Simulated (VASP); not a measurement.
Runs of VASP 6.6.1 on Si. The structure is that of space group I-42m (No. 121), or close to it. The cells are those of the table. 

| cell | gap on the mesh (eV) | pressure (GPa) | largest force (eV/Å) |
| --- | --- | --- | --- |
| a = 4.917 Å, angles 98.2, 98.2, 135.5°, 4 atoms | none | 7.6 | 0.11 |
| a = 5.001 Å, angles 98.2, 98.2, 135.5°, 4 atoms | - | 1.8 | 0.27 |
| a = 5.128 Å, angles 98.2, 98.2, 135.5°, 4 atoms | (a) | -4.2 | (b) |
| a = 4.959 Å, angles 98.2, 98.2, 135.5°, 4 atoms | none | 4.3 | 0.23 |

Alike in all rows: task single point; level LDA; potentials or basis VASP PAW LDA potentials, release 64 (Si); no spin polarisation; k mesh 10 × 10 × 10; cutoff (eV) 520; smearing gaussian 0.03 eV.

Estimate the missing entries.

(a) 0.29; (b) 0.24.

A k mesh can miss the band edges.

A gap of «none» marks levels without a gap at the run's occupations.
